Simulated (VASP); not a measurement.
A run of VASP 6.6.1:

INCAR

```
SYSTEM = Dy3Be2Se
ALGO = Normal
EDIFF = 1E-7
EDIFFG = -0.01
ENCUT = 600
GGA = PE
GGA_COMPAT = .FALSE.
IBRION = 2
ISIF = 3
ISMEAR = 0
LASPH = .TRUE.
LCHARG = .FALSE.
LMAXMIX = 6
LREAL = .FALSE.
LWAVE = .FALSE.
NELM = 200
NELMIN = 4
NSW = 100
PREC = Accurate
SIGMA = 0.1
```

The input KPOINTS:

```
k-points
0
G
  6 6 10
  0 0 0
```

The input POSCAR:

```
Dy3Be2Se
1.0
    6.6614947991      0.0000000000      0.0000000000
   -3.3307473995      5.7690237232      0.0000000000
    0.0000000000      0.0000000000      3.9373605951
Dy Be Se
3 2 1
Direct
    0.5000000000      0.0000000000      0.5000000000
    0.0000000000      0.5000000000      0.5000000000
    0.5000000000      0.5000000000      0.5000000000
    0.3333333333      0.6666666667      0.0000000000
    0.6666666667      0.3333333333      0.0000000000
    0.0000000000      0.0000000000      0.0000000000
```

Potentials or basis: VASP PAW PBE potentials, release 64 (Dy_3, Be, Se), 4f in core.

The run is started by

```sh
$ cat potpaw_PBE.64/Dy_3/POTCAR potpaw_PBE.64/Be/POTCAR potpaw_PBE.64/Se/POTCAR > POTCAR
$ mpirun -np 1 vasp_std > vasp.out
```

Hardware: 1 thread of AMD EPYC 7R13 Processor (Zen 3) (shared host).

**Question.** How long does it take, and how much memory?

**Answer.** Wall time 5.4 min on 1 thread of AMD EPYC 7R13 Processor (Zen 3), with other jobs on the host, peak memory 0.39 GiB. Counts: scf iterations 24, k points 42, ion steps 2.
